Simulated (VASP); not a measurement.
# Be (P4/mmm) in VASP: notebook, part 3 of 3

VASP 6.6.1. Earlier steps stand in the parts before.

### Step 5. Single point, PBE

This run uses another cell than the first one, of 10.87 Å³/atom.

Input file INCAR:

```
ALGO     = Normal         # electronic algorithm
EDIFF    = 1E-6           # SCF threshold, eV
ENCUT    = 520            # plane-wave cutoff, eV
GGA      = PE             # functional
ISIF     = 2              # what is computed and relaxed
ISMEAR   = 0              # smearing method
LASPH    = T              # aspherical terms in the spheres
LCHARG   = F              # write CHGCAR
LREAL    = F              # projectors in reciprocal space
LWAVE    = F              # write WAVECAR
NBANDS   = 7              # bands
NELM     = 100            # most SCF steps
PREC     = Accurate       # precision mode
SIGMA    = 0.1            # smearing width, eV
```

Input file KPOINTS:

```
k-points
0
Gamma
  26 26 20
```

Input file POSCAR:

```
Be
1.0
    2.0207667360      0.0000000000      0.0000000000
    0.0000000000      2.0207667360      0.0000000000
    0.0000000000      0.0000000000      2.6624295354
Be
1
Direct
    0.5000000000      0.5000000000      0.5000000000
```

Potentials or basis: VASP PAW PBE potentials, release 64 (Be).

Started as:

```console
cat potpaw_PBE.64/Be/POTCAR > POTCAR
mpirun -np 1 vasp_std > vasp.out
```

OUTCAR:

```text
EDIFF = 1E-6
   ENCUT = 520
   GGA = PE
   ISIF = 2
   ISMEAR = 0
   LASPH = T
   LREAL = F
   NELM = 100
   PREC = Accurate

 ion  position               nearest neighbor table
   1  0.500  0.500  0.500-

  LATTYP: Found a simple tetragonal cell.
 ALAT       =     2.0207667360
 C/A-ratio  =     1.3175343240

  Lattice vectors:

 A1 = (   2.0207667360,   0.0000000000,   0.0000000000)
 A2 = (   0.0000000000,   2.0207667360,   0.0000000000)
 A3 = (   0.0000000000,   0.0000000000,   2.6624295354)

Analysis of symmetry for initial positions (statically):
=====================================================================
 Subroutine PRICEL returns:
 Original cell was already a primitive cell.

 Routine SETGRP: Setting up the symmetry group for a
 simple tetragonal supercell.

 Subroutine GETGRP returns: Found 16 space group operations
 (whereof 16 operations were pure point group operations)
 out of a pool of 16 trial point group operations.

The static configuration has the point symmetry D_4h.

Analysis of symmetry for dynamics (positions and initial velocities):
=====================================================================
 Subroutine PRICEL returns:
 Original cell was already a primitive cell.

 Routine SETGRP: Setting up the symmetry group for a
 simple tetragonal supercell.

 Subroutine GETGRP returns: Found 16 space group operations
 (whereof 16 operations were pure point group operations)
 out of a pool of 16 trial point group operations.

The dynamic configuration has the point symmetry D_4h.

 Subroutine INISYM returns: Found 16 space group operations
 (whereof 16 operations are pure point group operations),
 and found     1 'primitive' translations

----------------------------------------------------------------------------------------

                                     Primitive cell

  volume of cell :      10.8720

  direct lattice vectors                    reciprocal lattice vectors
     2.020766736  0.000000000  0.000000000     0.494861669  0.000000000  0.000000000
     0.000000000  2.020766736  0.000000000     0.000000000  0.494861669  0.000000000
     0.000000000  0.000000000  2.662429535     0.000000000  0.000000000  0.375596795

  length of vectors
     2.020766736  2.020766736  2.662429535     0.494861669  0.494861669  0.375596795

  position of ions in fractional coordinates (direct lattice)
     0.500000000  0.500000000  0.500000000

  ion indices of the primitive-cell ions
   primitive index   ion index
                 1           1

----------------------------------------------------------------------------------------

 KPOINTS: k-points

Automatic generation of k-mesh.
 Grid dimensions read from file:
 generate k-points for:   26   26   20

 Generating k-lattice:

  Cartesian coordinates                     Fractional coordinates (reciprocal lattice)
     0.019033141  0.000000000  0.000000000     0.038461538  0.000000000  0.000000000
     0.000000000  0.019033141  0.000000000     0.000000000  0.038461538  0.000000000
     0.000000000  0.000000000  0.018779840     0.000000000  0.000000000  0.050000000

  Length of vectors
     0.019033141  0.019033141  0.018779840

  Shift w.r.t. Gamma in fractional coordinates (k-lattice)
     0.000000000  0.000000000  0.000000000

 Subroutine IBZKPT returns following result:
 ===========================================

 Found   1155 irreducible k-points:

 Following reciprocal coordinates:
            Coordinates               Weight
  0.000000  0.000000  0.000000      1.000000
  0.038462  0.000000  0.000000      4.000000
  0.076923  0.000000  0.000000      4.000000
  0.115385  0.000000  0.000000      4.000000
  0.153846  0.000000  0.000000      4.000000
  0.192308  0.000000  0.000000      4.000000
[... 16 lines left out ...]
  0.346154  0.038462  0.000000      8.000000
  0.384615  0.038462  0.000000      8.000000
 [... further k-points ...]
   k-points           NKPTS =   1155   k-points in BZ     NKDIM =   1155   number of bands    NBANDS=      7
   number of dos      NEDOS =    301   number of ions     NIONS =      1
   total plane-waves  NPLWV =   5120
   dimension x,y,z NGX =    16 NGY =   16 NGZ =   20
   dimension x,y,z NGXF=    32 NGYF=   32 NGZF=   40
   ions per type =               1
   NGX,Y,Z   is equivalent  to a cutoff of  13.16, 13.16, 12.49 a.u.
   NGXF,Y,Z  is equivalent  to a cutoff of  26.33, 26.33, 24.98 a.u.
 SYSTEM =  unknown system
   PREC   = accura    normal or accurate (medium, high low for compatibility)
   ISTART =      0    job   : 0-new  1-cont  2-samecut
   ICHARG =      2    charge: 1-file 2-atom 10-const
   ISPIN  =      1    spin polarized calculation?
   LNONCOLLINEAR =      F non collinear calculations
   LSORBIT =      F    spin-orbit coupling
   LASPH  =      T    aspherical Exc in radial PAW
   ENCUT  =  520.0 eV  38.22 Ry    6.18 a.u.   3.76  3.76  4.95*2*pi/ulx,y,z
   NELM   =    100;   NELMIN=  2; NELMDL= -5     # of ELM steps
   EDIFF  = 0.1E-05   stopping-criterion for ELM
   LREAL  =      F    real-space projection
   EDIFFG = 0.1E-04   stopping-criterion for IOM
   NSW    =      0    number of steps for IOM
   IBRION =     -1    ionic relax: 0-MD 1-quasi-New 2-CG
   NFREE  =      0    steps in history (QN), initial steepest desc. (CG)
   ISIF   =      2    stress and relaxation
   ISYM   =      2    0-nonsym 1-usesym 2-fastsym
   POTIM  = 0.5000    time-step for ionic-motion
   TEBEG  =    0.0;   TEEND  =   0.0 temperature during run
   PSTRESS=    0.0 pullay stress
   NELECT =       2.0000    total number of electrons
   NUPDOWN=      -1.0000    fix difference up-down
   EMIN   =  10.00;   EMAX   =-10.00  energy-range for DOS
   EFERMI =   0.00;   METHOD = LEGACY
   ISMEAR =     0;   SIGMA  =   0.10  broadening in eV -4-tet -1-fermi 0-gaus
   EFERMI_NEDOS =   21; number of points for ismear=-14 and -15
   IALGO  =     38    algorithm
   IMIX   =      4    mixing-type and parameters
     AMIX     =   0.40;   BMIX     =  1.00
     AMIX_MAG =   1.60;   BMIX_MAG =  1.00
  volume/ion in A,a.u.               =      10.87        73.37
  Fermi-wavevector in a.u.,A,eV,Ry     =   0.931068  1.759463 11.794718  0.866887
  Thomas-Fermi vector in A             =   2.057522
   LORBIT       =      0    0 simple, 1 ext, 2 COOP (PROOUT), +10 PAW based schemes
   GGA     = PE    functional components
   LHFCALC =     F    Hartree Fock is set to
   AEXX    =    0.0000 exact exchange contribution
   IVDW    =     0    specifies the selected vdW correction
   LEPSILON=     F    determine dielectric tensor
   LRPA    =     F    only Hartree local field effects (RPA)
 non-spin polarized calculation
 Gauss-broadening in eV      SIGMA  =   0.10
  energy-cutoff  :      520.00
  volume of cell :       10.87
 maximum number of plane-waves:       306
 NGX is ok and might be reduce to    16
   NGX =  7   NGY =  7   NGZ =  9

 number of electron       2.0000000 magnetization

 Free energy of the ion-electron system (eV)
  ---------------------------------------------------
  ext. energy  EPLUGINS =         0.00000000
  ---------------------------------------------------
  free energy    TOTEN  =        -2.83246201 eV

  energy without entropy =       -2.83137859  energy(sigma->0) =       -2.83192030

 E-fermi :   4.0983     XC(G=0):  -9.4686

 val. band max:        4.0982220730   @ k =   0.4615   0.3077   0.2500
 cond. band min:       4.1085520685   @ k =   0.5000   0.2308   0.4000
 fundamental gap:      0.0103299955
 Fermi energy:         4.0982842279

 k-point     1 :       0.0000    0.0000    0.0000
  band No.  band energies     occupation
      1      -4.9784      2.00000
      2       9.9667      0.00000
      3      16.4094      0.00000
      4      21.7978      0.00000
      5      21.7978      0.00000
      6      27.9165      0.00000
      7      35.2058      0.00000
[... 221 lines left out ...]
 k-point    24 :       0.3846    0.0385    0.0000
  band No.  band energies     occupation
      1      -1.0518      2.00000
      2       6.7143      0.00000
      3      14.4199      0.00000
      4      21.2220      0.00000
      5      24.8422      0.00000
      6      26.0441      0.00000
      7      28.1644      0.00000

 [... further k-points ...]

------------------------ aborting loop because EDIFF is reached ----------------------------------------

  FORCE on cell =-STRESS in cart. coord.  units (eV):
  Direction    XX          YY          ZZ          XY          YZ          ZX
  --------------------------------------------------------------------------------------
  -------------------------------------------------------------------------------------
  Total        0.0076850      0.0076850      0.0018578      0.0000000      0.0000000      0.0000000
  in kB        1.1325146      1.1325146      0.2737792      0.0000000      0.0000000      0.0000000
  external PRESSURE =       0.8462695 kB  Pullay stress =       0.0000000 kB

 VOLUME and BASIS-vectors are now :
 -----------------------------------------------------------------------------
  energy-cutoff  :      520.00
  volume of cell :       10.87
      direct lattice vectors                 reciprocal lattice vectors
     2.020766736  0.000000000  0.000000000     0.494861669  0.000000000  0.000000000
     0.000000000  2.020766736  0.000000000     0.000000000  0.494861669  0.000000000
     0.000000000  0.000000000  2.662429535     0.000000000  0.000000000  0.375596795

 POSITION                                       TOTAL-FORCE (eV/Angst)
 -----------------------------------------------------------------------------------
      1.01038      1.01038      1.33121         0.000000      0.000000      0.000000
 -----------------------------------------------------------------------------------
    total drift:                               -0.000000     -0.000000      0.000000

  FREE ENERGIE OF THE ION-ELECTRON SYSTEM (eV)
  ---------------------------------------------------
  free  energy   TOTEN  =        -2.8324620061 eV

  energy  without entropy=       -2.8313785884  energy(sigma->0) =       -2.83192030
```

It took 66 s on 1 thread of Intel Xeon 8259CL, shared host; peak memory 0.18 GiB.

Results:

```
Free energy            : -2.8325 eV
Pressure               : 0.1 GPa
Band gap on the k mesh : zero (bands 1 and 2 overlap by 9.19 eV)
```

Levels at points of the mesh, in eV from the Fermi level:
| k point | band 1 | band 2 | band 3 | band 4 | band 5 | band 6 |
| --- | --- | --- | --- | --- | --- | --- |
| (0.00, 0.00, 0.00) | -9.08 | 5.87 | 12.31 | 17.70 | 17.70 | 23.82 |
| (0.50, 0.00, 0.00) | -3.77 | 0.45 | 11.60 | 18.64 | 19.63 | 21.64 |
| (0.50, 0.50, 0.00) | 2.65 | 2.65 | 8.80 | 11.08 | 16.49 | 26.33 |
| (0.00, 0.00, 0.50) | -4.83 | -4.69 | 18.95 | 18.95 | 26.39 | 26.47 |
| (0.50, 0.00, 0.50) | -1.42 | 2.39 | 5.66 | 6.58 | 22.93 | 33.47 |
| (0.50, 0.50, 0.50) | 4.49 | 4.49 | 8.91 | 12.11 | 14.77 | 14.77 |

### Step 6. Relaxation of cell and atoms, PBE

This run uses another cell than the first one, of 10.92 Å³/atom.

Input file INCAR:

```
SYSTEM = Be
ALGO = Normal ; EDIFF = 1E-7
EDIFFG = -0.01 ; ENCUT = 600
GGA = PE ; IBRION = 2
ISIF = 3 ; ISMEAR = 0
LASPH = .TRUE. ; LCHARG = .FALSE.
LREAL = .FALSE. ; LWAVE = .FALSE.
NELM = 60 ; NSW = 100
PREC = Accurate ; SIGMA = 0.1
```

Input file KPOINTS:

```
k-points
0
G
  26 26 20
  0 0 0
```

Input file POSCAR:

```
Be
1.0
    2.0185319672      0.0000000000      0.0000000000
    0.0000000000      2.0185319672      0.0000000000
    0.0000000000      0.0000000000      2.6805212063
Be
1
Direct
    0.5000000000      0.5000000000      0.5000000000
```

Potentials or basis: VASP PAW PBE potentials, release 64 (Be).

Started as:

```console
cat potpaw_PBE.64/Be/POTCAR > POTCAR
mpirun -np 1 vasp_std > vasp.out
```

It took 2.1 min on 1 thread of Intel Xeon 8259CL, shared host; peak memory 0.19 GiB.

Results (log left out):

```yaml
Free_energy: -2.8325 eV
Relaxed_volume: 10.89 Å³/atom
Relaxed_cell: a = 2.022 Å, b = 2.022 Å, c = 2.663 Å, α = 90.00°, β = 90.00°, γ = 90.00°
Space_group_after_relaxing_to_0.1_Å: P4/mmm (No. 123)
Energy_gained_by_relaxing: 0.2 meV/atom
Ionic_steps: 5
Pressure_after_relaxing: 0.0 GPa
Band_gap_on_the_k_mesh: zero (bands 1 and 2 overlap by 9.18 eV)
```

The path:
| step | energy change (eV) | largest force (eV/Å) | pressure (GPa) | volume (Å³) |
| --- | --- | --- | --- | --- |
| 1 | 0.0000 | 0.0000 | 0.13 | 10.92 |
| 2 | -0.0001 | 0.0000 | -0.12 | 10.94 |
| 3 | -0.0001 | 0.0000 | -0.24 | 10.94 |
| 4 | -0.0001 | 0.0000 | -0.15 | 10.92 |
| 5 | -0.0002 | 0.0000 | -0.02 | 10.89 |

Final structure:
```yaml
crystal:
  lattice:
    - [2.02187, 0.00000, 0.00000]
    - [0.00000, 2.02187, 0.00000]
    - [0.00000, 0.00000, 2.66275]
  atoms:
    - { symbol: Be, position: [0.50000, 0.50000, 0.50000] }
```

Levels at points of the mesh, in eV from the Fermi level:
| k point | band 1 | band 2 | band 3 | band 4 |
| --- | --- | --- | --- | --- |
| (0.00, 0.00, 0.00) | -9.07 | 5.87 | 12.31 | 17.67 |
| (0.50, 0.00, 0.00) | -3.76 | 0.45 | 11.60 | 18.64 |
| (0.50, 0.50, 0.00) | 2.64 | 2.64 | 8.79 | 11.06 |
| (0.00, 0.00, 0.50) | -4.82 | -4.69 | 18.93 | 18.93 |
| (0.50, 0.00, 0.50) | -1.42 | 2.39 | 5.65 | 6.57 |
| (0.50, 0.50, 0.50) | 4.49 | 4.49 | 8.89 | 12.10 |

### Step 7. Summary

```tsv
task	cell	k mesh	cutoff (eV)	gap on the mesh (eV)	pressure (GPa)	relaxed volume (Å³/atom)
single point	a = 1.973, b = 1.973, c = 2.423 Å, 1 atom	8 × 8 × 8	520	none	9.5	-
single point	a = 2.019, b = 2.019, c = 2.681 Å, 1 atom	8 × 8 × 8	520	none	0.1	-
relaxation of cell and atoms	relaxed from a = 1.973, b = 1.973, c = 2.423 Å, 1 atom	8 × 8 × 8	600	none	-0.1	10.96
single point	a = 2.021, b = 2.021, c = 2.662 Å, 1 atom	26 × 26 × 20	520	none	0.1	-
relaxation of cell and atoms	relaxed from a = 2.019, b = 2.019, c = 2.681 Å, 1 atom	26 × 26 × 20	600	none	0.0	10.89
```

Alike in all rows: level PBE; potentials or basis VASP PAW PBE potentials, release 64 (Be); no spin polarisation; smearing gaussian 0.1 eV.

Caveats: some runs use coarse meshes; the volume moved by over 15 % at a fixed basis, so the end points are rough (at least some runs).

Absolute energies hang on the potentials; compare differences alone.

The gap in the log of VASP goes by the Fermi energy; the results here count the filled bands.